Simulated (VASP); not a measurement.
# SiO2 (P4_2/mnm) in VASP: a series of runs

Runs on SiO2. Level: LDA. Tasks: single point, relaxation of cell and atoms.

Program: VASP 6.6.1. These are calculated values, not measurements. Logs are shortened: lines on timing, memory, paths and dates and some standing lists are left out, and cuts for length are marked.

## Step 1: The cell of the first run

Symmetry: P4_2/mnm, No. 136, tetragonal system. The conventional cell has a = 4.155 Å, b = 4.155 Å, c = 2.661 Å, α = 90.00°, β = 90.00°, γ = 90.00°. Within 2.3 Å of Si (site symmetry mmm) lie 6 O at 1.75 to 1.80 Å. Within 2.3 Å of O (site symmetry m2m) lie 3 Si at 1.75 to 1.80 Å and 1 O at 2.28 Å.

## Step 2: Single point, LDA

Input file INCAR:

```
SYSTEM = SiO2
PREC     = Accurate       ! precision mode
ENCUT    = 520            ! plane-wave cutoff, eV
EDIFF    = 1E-6           ! SCF threshold, eV
ISMEAR   = 0              ! smearing method
SIGMA    = 0.02           ! smearing width, eV
LREAL    = .False.        ! projectors in reciprocal space
LASPH    = .True.         ! aspherical terms in the spheres
NELM     = 100            ! most SCF steps
ALGO     = Normal         ! electronic algorithm
ISIF     = 2              ! what is computed and relaxed
LWAVE    = .False.        ! write WAVECAR
LCHARG   = .True.         ! write CHGCAR
GGA      = CA             ! functional
LELF     = .True.         ! ELF
LVHAR    = .True.       
NBANDS   = 25             ! bands
```

Input file KPOINTS:

```
Automatic mesh
0
Gamma
  6 6 8
  0 0 0
```

Input file POSCAR:

```
SiO2
1.0
    4.1548619959      0.0000000000      0.0000000000
    0.0000000000      4.1548619959      0.0000000000
    0.0000000000      0.0000000000      2.6614337333
Si O
2 4
Direct
    0.5000000000      0.5000000000      0.5000000000
    0.0000000000      0.0000000000      0.0000000000
    0.6944352006      0.6944352006      0.0000000000
    0.1944352006      0.8055647994      0.5000000000
    0.3055647994      0.3055647994      0.0000000000
    0.8055647994      0.1944352006      0.5000000000
```

Potentials or basis: VASP PAW LDA potentials, release 64 (Si, O).

Run with:

```bash
$ cat potpaw_LDA.64/Si/POTCAR potpaw_LDA.64/O/POTCAR > POTCAR
$ mpirun -np 1 vasp_std > vasp.out
```

OUTCAR:

```text
SYSTEM = SiO2
   PREC = Accurate
   ENCUT = 520
   EDIFF = 1E-6
   ISMEAR = 0
   LREAL = .False.
   LASPH = .True.
   NELM = 100
   ISIF = 2
   GGA = CA

 ion  position               nearest neighbor table
   1  0.500  0.500  0.500-   3 1.75   5 1.75   3 1.75   5 1.75   4 1.80   6 1.80
   2  0.000  0.000  0.000-   4 1.75   6 1.75   4 1.75   6 1.75   5 1.80   3 1.80
   3  0.694  0.694  0.000-   1 1.75   1 1.75   2 1.80
   4  0.194  0.806  0.500-   2 1.75   2 1.75   1 1.80
   5  0.306  0.306  0.000-   1 1.75   1 1.75   2 1.80
   6  0.806  0.194  0.500-   2 1.75   2 1.75   1 1.80

  LATTYP: Found a simple tetragonal cell.
 ALAT       =     4.1548619959
 C/A-ratio  =     0.6405588768

  Lattice vectors:

 A1 = (   4.1548619959,   0.0000000000,   0.0000000000)
 A2 = (   0.0000000000,   4.1548619959,   0.0000000000)
 A3 = (   0.0000000000,   0.0000000000,   2.6614337333)

Analysis of symmetry for initial positions (statically):
=====================================================================
 Subroutine PRICEL returns:
 Original cell was already a primitive cell.

 Routine SETGRP: Setting up the symmetry group for a
 simple tetragonal supercell.

 Subroutine GETGRP returns: Found 16 space group operations
 (whereof  8 operations were pure point group operations)
 out of a pool of 16 trial point group operations.

The static configuration has the point symmetry D_2h.
 The point group associated with its full space group is D_4h.

Analysis of symmetry for dynamics (positions and initial velocities):
=====================================================================
 Subroutine PRICEL returns:
 Original cell was already a primitive cell.

 Routine SETGRP: Setting up the symmetry group for a
 simple tetragonal supercell.

 Subroutine GETGRP returns: Found 16 space group operations
 (whereof  8 operations were pure point group operations)
 out of a pool of 16 trial point group operations.

The dynamic configuration has the point symmetry D_2h.
 The point group associated with its full space group is D_4h.

 Subroutine INISYM returns: Found 16 space group operations
 (whereof  8 operations are pure point group operations),
 and found     1 'primitive' translations

----------------------------------------------------------------------------------------

                                     Primitive cell

  volume of cell :      45.9440

  direct lattice vectors                    reciprocal lattice vectors
     4.154861996  0.000000000  0.000000000     0.240681881  0.000000000  0.000000000
     0.000000000  4.154861996  0.000000000     0.000000000  0.240681881  0.000000000
     0.000000000  0.000000000  2.661433733     0.000000000  0.000000000  0.375737328

  length of vectors
     4.154861996  4.154861996  2.661433733     0.240681881  0.240681881  0.375737328

  position of ions in fractional coordinates (direct lattice)
     0.500000000  0.500000000  0.500000000
     0.000000000  0.000000000  0.000000000
     0.694435201  0.694435201  0.000000000
     0.194435201  0.805564799  0.500000000
     0.305564799  0.305564799  0.000000000
     0.805564799  0.194435201  0.500000000

  ion indices of the primitive-cell ions
   primitive index   ion index
                 1           1
                 2           2
                 3           3
                 4           4
                 5           5
                 6           6

----------------------------------------------------------------------------------------

 KPOINTS: Automatic mesh

Automatic generation of k-mesh.
 Grid dimensions read from file:
 generate k-points for:    6    6    8

 Generating k-lattice:

  Cartesian coordinates                     Fractional coordinates (reciprocal lattice)
     0.040113647  0.000000000  0.000000000     0.166666667  0.000000000  0.000000000
     0.000000000  0.040113647  0.000000000     0.000000000  0.166666667  0.000000000
     0.000000000  0.000000000  0.046967166     0.000000000  0.000000000  0.125000000

  Length of vectors
     0.040113647  0.040113647  0.046967166

  Shift w.r.t. Gamma in fractional coordinates (k-lattice)
     0.000000000  0.000000000  0.000000000

 Subroutine IBZKPT returns following result:
 ===========================================

 Found     50 irreducible k-points:

 Following reciprocal coordinates:
            Coordinates               Weight
  0.000000  0.000000  0.000000      1.000000
  0.166667  0.000000  0.000000      4.000000
  0.333333  0.000000  0.000000      4.000000
  0.500000  0.000000  0.000000      2.000000
  0.166667  0.166667  0.000000      4.000000
  0.333333  0.166667  0.000000      8.000000
[... 16 lines left out ...]
  0.333333  0.000000  0.250000      8.000000
  0.500000  0.000000  0.250000      4.000000
 [... further k-points ...]
   k-points           NKPTS =     50   k-points in BZ     NKDIM =     50   number of bands    NBANDS=     25
   number of dos      NEDOS =    301   number of ions     NIONS =      6
   total plane-waves  NPLWV =  20480
   dimension x,y,z NGX =    32 NGY =   32 NGZ =   20
   dimension x,y,z NGXF=    64 NGYF=   64 NGZF=   40
   ions per type =               2   4
   NGX,Y,Z   is equivalent  to a cutoff of  12.80, 12.80, 12.49 a.u.
   NGXF,Y,Z  is equivalent  to a cutoff of  25.61, 25.61, 24.99 a.u.
 SYSTEM =  SiO2
   PREC   = accura    normal or accurate (medium, high low for compatibility)
   ISTART =      0    job   : 0-new  1-cont  2-samecut
   ICHARG =      2    charge: 1-file 2-atom 10-const
   ISPIN  =      1    spin polarized calculation?
   LNONCOLLINEAR =      F non collinear calculations
   LSORBIT =      F    spin-orbit coupling
   LASPH  =      T    aspherical Exc in radial PAW
   ENCUT  =  520.0 eV  38.22 Ry    6.18 a.u.   7.73  7.73  4.95*2*pi/ulx,y,z
   NELM   =    100;   NELMIN=  2; NELMDL= -5     # of ELM steps
   EDIFF  = 0.1E-05   stopping-criterion for ELM
   LREAL  =      F    real-space projection
   EDIFFG = 0.1E-04   stopping-criterion for IOM
   NSW    =      0    number of steps for IOM
   IBRION =     -1    ionic relax: 0-MD 1-quasi-New 2-CG
   NFREE  =      0    steps in history (QN), initial steepest desc. (CG)
   ISIF   =      2    stress and relaxation
   ISYM   =      2    0-nonsym 1-usesym 2-fastsym
   POTIM  = 0.5000    time-step for ionic-motion
   TEBEG  =    0.0;   TEEND  =   0.0 temperature during run
   PSTRESS=    0.0 pullay stress
   NELECT =      32.0000    total number of electrons
   NUPDOWN=      -1.0000    fix difference up-down
   EMIN   =  10.00;   EMAX   =-10.00  energy-range for DOS
   EFERMI =   0.00;   METHOD = LEGACY
   ISMEAR =     0;   SIGMA  =   0.02  broadening in eV -4-tet -1-fermi 0-gaus
   EFERMI_NEDOS =   21; number of points for ismear=-14 and -15
   IALGO  =     38    algorithm
   IMIX   =      4    mixing-type and parameters
     AMIX     =   0.40;   BMIX     =  1.00
     AMIX_MAG =   1.60;   BMIX_MAG =  1.00
  volume/ion in A,a.u.               =       7.66        51.67
  Fermi-wavevector in a.u.,A,eV,Ry     =   1.451160  2.742294 28.652025  2.105864
  Thomas-Fermi vector in A             =   2.568689
   LORBIT       =      0    0 simple, 1 ext, 2 COOP (PROOUT), +10 PAW based schemes
   GGA     = CA    functional components
   LHFCALC =     F    Hartree Fock is set to
   AEXX    =    0.0000 exact exchange contribution
   IVDW    =     0    specifies the selected vdW correction
   LEPSILON=     F    determine dielectric tensor
   LRPA    =     F    only Hartree local field effects (RPA)
 non-spin polarized calculation
 Gauss-broadening in eV      SIGMA  =   0.02
  energy-cutoff  :      520.00
  volume of cell :       45.94
 maximum number of plane-waves:      1266
 NGX is ok and might be reduce to    32
   NGX = 15   NGY = 15   NGZ =  9

 number of electron      31.9999969 magnetization

 Free energy of the ion-electron system (eV)
  ---------------------------------------------------
  ext. energy  EPLUGINS =         0.00000000
  ---------------------------------------------------
  free energy    TOTEN  =       -51.96952490 eV

  energy without entropy =      -51.96952490  energy(sigma->0) =      -51.96952490

 E-fermi :   8.4840     XC(G=0): -12.8031

 val. band max:        8.2985366912   @ k =   0.0000   0.0000   0.0000
 cond. band min:      14.1164741476   @ k =   0.0000   0.0000   0.0000
 fundamental gap:      5.8179374564
 Fermi energy:         8.4839939594

 k-point     1 :       0.0000    0.0000    0.0000
  band No.  band energies     occupation
      1     -14.2636      2.00000
      2     -10.4439      2.00000
      3     -10.4439      2.00000
      4     -10.1765      2.00000
      5      -2.7303      2.00000
      6       1.7009      2.00000
[... 17 lines left out ...]
     24      22.5677      0.00000
     25      23.9316      0.00000

 k-point     2 :       0.1667    0.0000    0.0000
  band No.  band energies     occupation
      1     -14.1127      2.00000
      2     -11.1473      2.00000
      3     -10.3649      2.00000
      4      -9.7988      2.00000
      5      -2.5425      2.00000
      6       0.9495      2.00000
[... 17 lines left out ...]
     24      21.9545      0.00000
     25      23.7301      0.00000

 k-point     3 :       0.3333    0.0000    0.0000
  band No.  band energies     occupation
      1     -13.6704      2.00000
      2     -12.0892      2.00000
      3     -10.1522      2.00000
      4      -9.7050      2.00000
      5      -2.0177      2.00000
      6      -0.1885      2.00000
[... 17 lines left out ...]
     24      22.0583      0.00000
     25      23.2282      0.00000

 k-point     4 :       0.5000    0.0000    0.0000
  band No.  band energies     occupation
      1     -12.9722      2.00000
      2     -12.9722      2.00000
      3      -9.8844      2.00000
      4      -9.8844      2.00000
      5      -1.2153      2.00000
      6      -1.2153      2.00000
[... 17 lines left out ...]
     24      21.6246      0.00000
     25      23.0999      0.00000
[... 477 lines left out ...]
 k-point    22 :       0.1667    0.0000    0.2500
  band No.  band energies     occupation
      1     -13.2952      2.00000
      2     -10.7416      2.00000
      3      -9.9964      2.00000
      4      -9.7682      2.00000
      5      -2.2257      2.00000
      6       0.8207      2.00000
[... 17 lines left out ...]
     24      21.8423      0.00000
     25      22.2097      0.00000

 k-point    23 :       0.3333    0.0000    0.2500
  band No.  band energies     occupation
      1     -12.8928      2.00000
      2     -11.5074      2.00000
      3      -9.8726      2.00000
      4      -9.6694      2.00000
      5      -1.5013      2.00000
      6       0.2616      2.00000
[... 17 lines left out ...]
     24      20.9919      0.00000
     25      21.8726      0.00000

 k-point    24 :       0.5000    0.0000    0.2500
  band No.  band energies     occupation
      1     -12.2693      2.00000
      2     -12.2693      2.00000
      3      -9.7347      2.00000
      4      -9.7347      2.00000
      5      -0.5884      2.00000
      6      -0.5884      2.00000
[... 17 lines left out ...]
     24      20.9832      0.00000
     25      21.8008      0.00000

 [... further k-points ...]
[... 5 lines left out ...]
  --------------------------------------------------------------------------------------
  -------------------------------------------------------------------------------------
  Total        0.2225807      0.2225807      0.4918642      0.0000000      0.0000000      0.0000000
  in kB        7.7619223      7.7619223     17.1524801      0.0000000      0.0000000      0.0000000
  external PRESSURE =      10.8921083 kB  Pullay stress =       0.0000000 kB

 VOLUME and BASIS-vectors are now :
 -----------------------------------------------------------------------------
  energy-cutoff  :      520.00
  volume of cell :       45.94
      direct lattice vectors                 reciprocal lattice vectors
     4.154861996  0.000000000  0.000000000     0.240681881  0.000000000  0.000000000
     0.000000000  4.154861996  0.000000000     0.000000000  0.240681881  0.000000000
     0.000000000  0.000000000  2.661433733     0.000000000  0.000000000  0.375737328

 POSITION                                       TOTAL-FORCE (eV/Angst)
 -----------------------------------------------------------------------------------
      2.07743      2.07743      1.33072         0.000000     -0.000000     -0.000000
      0.00000      0.00000      0.00000         0.000000     -0.000000     -0.000000
      2.88528      2.88528      0.00000         0.023470      0.023470     -0.000000
      0.80785      3.34701      1.33072         0.023470     -0.023470     -0.000000
      1.26958      1.26958      0.00000        -0.023470     -0.023470      0.000000
      3.34701      0.80785      1.33072        -0.023470      0.023470     -0.000000
 -----------------------------------------------------------------------------------
    total drift:                                0.000000     -0.000000     -0.000000

  FREE ENERGIE OF THE ION-ELECTRON SYSTEM (eV)
  ---------------------------------------------------
  free  energy   TOTEN  =       -51.9695249044 eV

  energy  without entropy=      -51.9695249044  energy(sigma->0) =      -51.96952490
```

Wall time 28 s (1 thread of Intel Xeon Platinum 8375C at 2.90GHz (Ice Lake), shared host); peak memory 0.16 GiB.

What came out:

- Free energy: -51.9695 eV
- Pressure: 1.1 GPa
- Largest force: 0.033 eV/Å
- Band gap on the k mesh: 5.82 eV, direct

Forces on the atoms (eV/Å):
```
Si   0.000  0.000  0.000
Si   0.000  0.000  0.000
O    0.023  0.023  0.000
O    0.023 -0.023  0.000
O   -0.023 -0.023  0.000
O   -0.023  0.023  0.000
```

## Step 3: Relaxation of cell and atoms, LDA

Input file INCAR:

```
  PREC = Accurate
  ENCUT = 600
  EDIFF = 1E-6
  ISMEAR = 0
  SIGMA = 0.02
  LREAL = False
  LASPH = True
  NELM = 60
  ALGO = Normal
  ISIF = 3
  LWAVE = False
  LCHARG = False
  IBRION = 2
  NSW = 100
  EDIFFG = -0.005
```

Input file KPOINTS:

```
regular mesh
0
Gamma
  6 6 8
```

Input file POSCAR:

```
SiO2
1.0
    4.1568423433      0.0000000000      0.0000000000
    0.0000000000      4.1568423433      0.0000000000
    0.0000000000      0.0000000000      2.6613065602
Si O
2 4
Direct
    0.5000000000      0.5000000000      0.5000000000
    0.0000000000      0.0000000000      0.0000000000
    0.6944886538      0.6944886538      0.0000000000
    0.1944886538      0.8055113462      0.5000000000
    0.3055113462      0.3055113462      0.0000000000
    0.8055113462      0.1944886538      0.5000000000
```

Potentials or basis: VASP PAW LDA potentials, release 64 (Si, O).

Run with:

```bash
$ cat potpaw_LDA.64/Si/POTCAR potpaw_LDA.64/O/POTCAR > POTCAR
$ mpirun -np 1 vasp_std > vasp.out
```

OUTCAR:

```text
PREC = Accurate
   ENCUT = 600
   EDIFF = 1E-6
   ISMEAR = 0
   LREAL = False
   LASPH = True
   NELM = 60
   ISIF = 3
   IBRION = 2
   NSW = 100
   EDIFFG = -0.005

 ion  position               nearest neighbor table
   1  0.500  0.500  0.500-   3 1.75   5 1.75   3 1.75   5 1.75   4 1.80   6 1.80
   2  0.000  0.000  0.000-   4 1.75   6 1.75   4 1.75   6 1.75   5 1.80   3 1.80
   3  0.694  0.694  0.000-   1 1.75   1 1.75   2 1.80
   4  0.194  0.806  0.500-   2 1.75   2 1.75   1 1.80
   5  0.306  0.306  0.000-   1 1.75   1 1.75   2 1.80
   6  0.806  0.194  0.500-   2 1.75   2 1.75   1 1.80

  LATTYP: Found a simple tetragonal cell.
 ALAT       =     4.1568423433
 C/A-ratio  =     0.6402231166

  Lattice vectors:

[... 469 lines left out ...]

 number of electron      31.9999996 magnetization

 Free energy of the ion-electron system (eV)
  ---------------------------------------------------
  ext. energy  EPLUGINS =         0.00000000
  ---------------------------------------------------
  free energy    TOTEN  =       -51.98693337 eV

  energy without entropy =      -51.98693337  energy(sigma->0) =      -51.98693337

 E-fermi :   8.4508     XC(G=0): -12.7966

 val. band max:        8.2798567229   @ k =   0.0000   0.0000   0.0000
 cond. band min:      14.0597716613   @ k =   0.0000   0.0000   0.0000
 fundamental gap:      5.7799149385
 Fermi energy:         8.4508187379

 k-point     1 :       0.0000    0.0000    0.0000
  band No.  band energies     occupation
      1     -14.2639      2.00000
      2     -10.4523      2.00000
      3     -10.4523      2.00000
      4     -10.1701      2.00000
      5      -2.7539      2.00000
      6       1.6945      2.00000
[... 541 lines left out ...]
     19      18.7387      0.00000
     20      18.7387      0.00000

 [... further k-points ...]
[... 5 lines left out ...]
  --------------------------------------------------------------------------------------
  -------------------------------------------------------------------------------------
  Total       -0.0063745     -0.0063745      0.0037471      0.0000000      0.0000000      0.0000000
  in kB       -0.2219803     -0.2219803      0.1304867      0.0000000      0.0000000      0.0000000
  external PRESSURE =      -0.1044913 kB  Pullay stress =       0.0000000 kB
[... 21 lines left out ...]
  FREE ENERGIE OF THE ION-ELECTRON SYSTEM (eV)
  ---------------------------------------------------
  free  energy   TOTEN  =       -51.9869333743 eV

  energy  without entropy=      -51.9869333743  energy(sigma->0) =      -51.98693337

 reached required accuracy - stopping structural energy minimisation
```

Run time: 3.3 min. Hardware: 1 thread of AMD EPYC 7R43 (Zen 3), shared host; peak memory 0.14 GiB.

What came out:

```yaml
Free_energy: -51.9869 eV
Relaxed_volume: 7.67 Å³/atom
Relaxed_cell: a = 4.154 Å, b = 4.154 Å, c = 2.666 Å, α = 90.00°, β = 90.00°, γ = 90.00°
Space_group_after_relaxing_to_0.05_Å: P4_2/mnm (No. 136)
Energy_gained_by_relaxing: 0.1 meV/atom
Ionic_steps: 8
Pressure_after_relaxing: 0.0 GPa
Band_gap_on_the_k_mesh: 5.78 eV, direct
```

The path:
| step | energy change (eV) | largest force (eV/Å) | pressure (GPa) | volume (Å³) |
| --- | --- | --- | --- | --- |
| 1 | 0.0000 | 0.0149 | 0.35 | 45.99 |
| 2 | -0.0001 | 0.0120 | -0.67 | 46.10 |
| 3 | -0.0002 | 0.0007 | -0.24 | 46.05 |
| 4 | -0.0003 | 0.0089 | 0.06 | 46.00 |
| 5 | -0.0003 | 0.0066 | 0.00 | 46.01 |
| 6 | -0.0003 | 0.0064 | -0.01 | 46.01 |
| 7 | -0.0003 | 0.0061 | -0.01 | 46.01 |
| 8 | -0.0003 | 0.0013 | -0.01 | 46.01 |

Final structure:
```
CELL_PARAMETERS angstrom
4.15429 0.00000 0.00000
0.00000 4.15429 0.00000
0.00000 0.00000 2.66594
ATOMIC_POSITIONS crystal
Si 0.50000 0.50000 0.50000
Si 0.00000 0.00000 0.00000
O 0.69462 0.69462 0.00000
O 0.19462 0.80538 0.50000
O 0.30538 0.30538 0.00000
O 0.80538 0.19462 0.50000
```
